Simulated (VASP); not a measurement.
Here is a VASP 6.6.1 calculation.

INCAR

```
PREC = Accurate ; ENCUT = 520
EDIFF = 1E-6 ; ISMEAR = 0
SIGMA = 0.02 ; LREAL = F
LASPH = T ; NELM = 80
ALGO = Normal ; ISIF = 2
LWAVE = F ; LCHARG = F
GGA = CA ; NBANDS = 16
```

Contents of KPOINTS:

```
regular mesh
0
Gamma
  8 8 8
```

The input POSCAR:

```
InAs
1.0
    0.0000000000      2.8773040000      2.8773040000
    2.8773040000      0.0000000000      2.8773040000
    2.8773040000      2.8773040000      0.0000000000
In As
1 1
Direct
    0.5000000000      0.5000000000      0.5000000000
    0.0000000000      0.0000000000      0.0000000000
```

Potentials or basis: VASP PAW LDA potentials, release 64 (In_d, As).

Launch:

```console
$ cat potpaw_LDA.64/In_d/POTCAR potpaw_LDA.64/As/POTCAR > POTCAR
$ mpirun -np 1 vasp_std > vasp.out
```

Problem. Predict the band gap on the k mesh.

Solution. Zero (band 9 reaches 6.11 eV, above the bottom of band 10 at 3.52 eV).

Problem. Predict the pressure.

Solution. -5.0 GPa.

Caveat: spin-orbit coupling is left out, which moves the levels of the heavy elements.
